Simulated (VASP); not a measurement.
Runs of VASP 6.6.1 on Fe. Symmetry: Im-3m, No. 229, cubic system. Conventional cell: a = 2.861 Å, b = 2.861 Å, c = 2.861 Å, α = 90.00°, β = 90.00°, γ = 90.00°. Fe (site symmetry m-3m) has 14 Fe at 2.48 to 2.86 Å within 3.3 Å. 

| spin | fixed moment (μB) | pressure (GPa) | moment (μB) |
| --- | --- | --- | --- |
| collinear, ferromagnetic start | 0.61 | 8.2 | 0.61 |
| collinear, ferromagnetic start | 4.29 | (c) | 4.29 |
| collinear, ferromagnetic start | 1.23 | -1.5 | 1.23 |
| collinear, ferromagnetic start | - | 16.1 | 2.84 |
| collinear, zero start | 0.0 | 4.8 | 0.00 |
| collinear, ferromagnetic start | 3.68 | 42.6 | 3.68 |
| collinear, ferromagnetic start | 4.9 | 105.7 | 4.90 |
| collinear, ferromagnetic start | 2.45 | (a) | 2.45 |
| collinear, ferromagnetic start | 1.84 | -4.7 | 1.84 |
| collinear, ferromagnetic start | 3.06 | (b) | 3.06 |

Alike in all rows: task single point; level PBE+U; potentials or basis VASP PAW PBE potentials, release 64 (Fe); Fe d U = 5.3 eV; cell as given; k mesh 12 × 12 × 12; cutoff (eV) 520; smearing fermi-dirac 0.05 eV.

**Question.** Fill in the values left out.

**Answer.** (a) 6.3; (b) 22.4; (c) 73.8.

Caveats: the U is typed as a test and isn't derived for this compound; the total moment is fixed, so each spin has its own Fermi level (some runs).
